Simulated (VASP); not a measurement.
Mg32O33 (a cell with a defect), 65 atoms in the cell. The cell holds a defect, 65 atoms: a = 8.429 Å, b = 8.429 Å, c = 8.429 Å, α = 90.00°, β = 90.00°, γ = 90.00°. 

| Quantity | Value |
| --- | --- |
| Program | VASP 6.6.1 |
| Task | single point |
| Functional | PBEsol |
| Potentials or basis | VASP PAW PBE potentials, release 64 (O, Mg) |
| Cutoff | 520 eV |
| k mesh | 1 × 1 × 1, shifted |
| Occupations | fermi-dirac, width 0.05 eV |
| Spin | no spin polarisation |
| Dipole correction | no |
| Further INCAR settings | LREAL = Auto; ALGO = Normal; EDIFF = 1e-06; NBANDS = 169; ISYM = -1 |

Potentials or basis: VASP PAW PBE potentials, release 64 (O, Mg).

The run is started by

```bash
$ cat potpaw_PBE.64/O/POTCAR potpaw_PBE.64/Mg/POTCAR > POTCAR
$ mpirun -np 1 vasp_std > vasp.out
```

Hardware: 1 thread of AMD EPYC 7R13 Processor (Zen 3), on a shared host.

Problem. How long does it take, and how much memory?

Solution. It took 4 min on 1 thread of AMD EPYC 7R13 Processor (Zen 3), on a shared host, peak memory 0.54 GiB. Counts: scf iterations 19, k points 1.
